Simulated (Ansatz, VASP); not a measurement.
KF: VASP beside Ansatz

INCAR

```
ALGO = Normal
EDIFF = 1E-7
ENCUT = 520
ISIF = 2
ISMEAR = 0
LASPH = T
LCHARG = F
LREAL = F
LWAVE = F
NBANDS = 15
NELM = 100
PREC = Accurate
SIGMA = 0.05
```

KPOINTS

```
k-points
0
Gamma
  8 8 8
```

POSCAR

```
KF
1.0
    0.0852466480      2.6789580464      2.6789580464
    2.6789580464      0.0852466480      2.6789580464
    2.6789580464      2.6789580464      0.0852466480
K F
1 1
Direct
    0.0000000000      0.0000000000      0.0000000000
    0.5000000000      0.5000000000      0.5000000000
```

Input for Ansatz:

```yaml
crystal:
  lattice:
    - [0.085246648, 2.6789580464, 2.6789580464]
    - [2.6789580464, 0.085246648, 2.6789580464]
    - [2.6789580464, 2.6789580464, 0.085246648]
  atoms:
    - { symbol: K, position: [0.0, 0.0, 0.0] }
    - { symbol: F, position: [0.5, 0.5, 0.5] }
basis:
  ecutwfc: 520.0
kpoints:
  mp_grid: { grid: [8, 8, 8] }
hamiltonian:
  xc: lda
scf:
  occupations: { method: gaussian, width: 0.05 }
output:
  forces: true
  stress: true
  eigenvalues: true
```

Alike in both runs: task single point; functional LDA; k mesh 8 × 8 × 8; occupations gaussian, width 0.05 eV; no spin polarisation.

|  | VASP | Ansatz |
| --- | --- | --- |
| version | VASP 6.6.1 | Ansatz 0.2.0 |
| potentials or method | VASP PAW LDA potentials, release 64 (K_sv, F), cutoff 520 eV | scalar-relativistic, plane waves, PAW |
| valence electrons in the cell | 16 | 16 |

VASP gave:

- gap on the k mesh at the Fermi level (eV): 5.97
- least direct gap on the mesh (eV): 5.97
- pressure (GPa): -2.2
- traceless stress, the component that is largest in VASP (GPa): -0.51

Question: Which values does Ansatz return?

Answer: gap on the k mesh at the Fermi level (eV): 5.99; least direct gap on the mesh (eV): 5.99; pressure (GPa): -2.4; traceless stress, the component that is largest in VASP (GPa): -0.52.

LDA's correlation is that of Perdew and Zunger in VASP and of Perdew and Wang (1992) in Ansatz.
